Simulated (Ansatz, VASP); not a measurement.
**Two plane-wave programs on Ag**

File INCAR:

```
SYSTEM = Ag
PREC = Accurate
ENCUT = 520
EDIFF = 1E-6
ISMEAR = -1
SIGMA = 0.1
LREAL = .False.
LASPH = .True.
NELM = 100
ALGO = Normal
ISIF = 2
LWAVE = .False.
LCHARG = .False.
GGA = RE
NBANDS = 12
```

KPOINTS

```
Automatic mesh
0
Gamma
  21 21 21
  0 0 0
```

Contents of POSCAR:

```
Ag
1.0
    0.0000000000      2.0391275472      2.0391275472
    2.0391275472      0.0000000000      2.0391275472
    2.0391275472      2.0391275472      0.0000000000
Ag
1
Direct
    0.0000000000      0.0000000000      0.0000000000
```

Input for Ansatz:

```yaml
crystal:
  lattice:
    - [0.0, 2.0391275526, 2.0391275526]
    - [2.0391275526, 0.0, 2.0391275526]
    - [2.0391275526, 2.0391275526, 0.0]
  atoms:
    - { symbol: Ag, position: [0.0, 0.0, 0.0] }
hamiltonian:
  xc: revpbe
  pseudopotentials:
    kind: paw
    azcp:
      Ag: "pseudopotentials/Ag.paw.azcp"
basis:
  ecutwfc: 420
  fft_grid_basis: typed
kpoints:
  mp_grid: { grid: [21, 21, 21], shift: [0, 0, 0] }
magnetization:
  spin_polarized: false
scf:
  occupations: { method: fermi_dirac, width: 0.1 }
output:
  stress: true
```

Alike in both runs: task single point; functional revPBE; k mesh 21 × 21 × 21; occupations fermi-dirac, width 0.1 eV; no spin polarisation.

|  | VASP | Ansatz |
| --- | --- | --- |
| version | VASP 6.6.1 | Ansatz 0.2.0 |
| potentials or method | VASP PAW PBE potentials, release 64 (Ag), cutoff 520 eV | plane waves (420 eV) with PAW, scalar-relativistic |
| valence electrons in the cell | 11 | 19 |

|  | VASP | Ansatz | Ansatz less VASP |
| --- | --- | --- | --- |
| pressure (GPa) | 8.2 | 8.4 | +0.16 |

VASP's potentials were made for PBE, not for revPBE. The functional is the same, so the differences come from potentials, cutoffs and numerics. VASP's potentials hold 11 valence electrons a cell and Ansatz's 19, so a difference there can come from the potentials and not from the codes.
